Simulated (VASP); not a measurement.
A run of VASP 6.6.1 is set up as follows.

File INCAR:

```
PREC = Accurate
ENCUT = 600
EDIFF = 1E-7
ISMEAR = -1
SIGMA = 0.03
LREAL = False
LASPH = True
NELM = 100
ALGO = Normal
ISIF = 3
LWAVE = False
LCHARG = False
GGA = PS
IBRION = 2
NSW = 100
EDIFFG = -0.01
```

File KPOINTS:

```
Automatic mesh
0
Gamma
  4 4 4
```

File POSCAR:

```
KMgI3
1.0
    5.9317701100      0.0000000000      0.0000000000
    0.0000000000      5.9317701100      0.0000000000
    0.0000000000      0.0000000000      5.9317701100
K Mg I
1 1 3
Direct
    0.0000000000      0.0000000000      0.0000000000
    0.5000000000      0.5000000000      0.5000000000
    0.0000000000      0.5000000000      0.5000000000
    0.5000000000      0.0000000000      0.5000000000
    0.5000000000      0.5000000000      0.0000000000
```

Potentials or basis: VASP PAW PBE potentials, release 64 (K_sv, Mg, I).

Run with:

```bash
$ cat potpaw_PBE.64/K_sv/POTCAR potpaw_PBE.64/Mg/POTCAR potpaw_PBE.64/I/POTCAR > POTCAR
$ mpirun -np 1 vasp_std > vasp.out
```

Question: Predict the relaxed volume.

Answer: 38.04 Å³/atom.

Question: Predict the band gap on the k mesh.

Answer: 1.22 eV (least direct gap 1.75 eV).

Question: Estimate the relaxed cell.

Answer: a = 5.751 Å, b = 5.751 Å, c = 5.751 Å, α = 90.00°, β = 90.00°, γ = 90.00°.

Question: Predict the space group after relaxing (to 0.1 Å).

Answer: Pm-3m (No. 221).

Final structure:
```xyz
5
Lattice="5.7510 0.0000 0.0000 0.0000 5.7510 0.0000 0.0000 0.0000 5.7510" Properties=species:S:1:pos:R:3 pbc="T T T"
K     0.0000    0.0000    0.0000
Mg    2.8755    2.8755    2.8755
I     0.0000    2.8755    2.8755
I     2.8755    0.0000    2.8755
I     2.8755    2.8755    0.0000
```

Caveat: the PAW data sets were made with another functional, which shifts forces and pressure a little; spin-orbit coupling is left out, which moves the levels of the heavy elements. A k mesh can miss the band edges.
